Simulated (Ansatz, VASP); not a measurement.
## One calculation of Li2S, two programs

```xyz
3
Lattice="0.0000 2.8445 2.8445 2.8445 0.0000 2.8445 2.8445 2.8445 0.0000" Properties=species:S:1:pos:R:3 pbc="T T T"
Li    1.4223    1.4223    1.4223
Li    4.2668    4.2668    4.2668
S     0.0000    0.0000    0.0000
```

Alike in both runs: task single point; functional LDA; k mesh 5 × 5 × 5; no spin polarisation.

|  | VASP | Ansatz |
| --- | --- | --- |
| version | VASP 6.6.1 | Ansatz 0.2.0 |
| potentials or method | VASP PAW LDA potentials, release 64 (Li_sv, S), cutoff 750 eV | plane waves, PAW |
| occupations | gaussian, width 0.01 eV | fixed |
| valence electrons in the cell | 12 | 12 |

```tsv
	VASP	Ansatz	Ansatz less VASP
gap on the k mesh at the Fermi level (eV)	3.45	3.45	-0.002
```

LDA's correlation is that of Perdew and Zunger in VASP and of Perdew and Wang (1992) in Ansatz.
